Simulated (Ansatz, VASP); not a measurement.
CdS: VASP beside Ansatz

```
Cd S
1.0
     0.00000    2.93582    2.93582
     2.93582    0.00000    2.93582
     2.93582    2.93582    0.00000
Cd S
1 1
Direct
  0.00000 0.00000 0.00000
  0.25000 0.25000 0.25000
```

Change from the starting cell: volume scaled by 1.02, ions relaxed.

Alike in both runs: task relaxation of the atoms; functional PBE; k mesh 13 × 13 × 13; occupations fermi-dirac, width 0.02 eV; no spin polarisation.

|  | VASP | Ansatz |
| --- | --- | --- |
| version | VASP 6.6.1 | Ansatz 0.2.0 |
| potentials or method | VASP PAW PBE potentials, release 64 (Cd, S) | plane-wave PAW, scalar-relativistic |
| plane-wave cutoff (eV) | 520 | 420 |
| valence electrons in the cell | 18 | 26 |

|  | VASP | Ansatz | Ansatz less VASP |
| --- | --- | --- | --- |
| gap on the k mesh at the Fermi level, each at its own relaxed structure (eV) | 1.11 | 1.10 | -0.003 |

VASP's potentials hold 18 valence electrons a cell and Ansatz's 26, so a difference there can come from the potentials and not from the codes. Ansatz's warnings: stress scf threshold loose.

Noted on VASP's run: the relaxation stopped at its first step, so nothing moved.
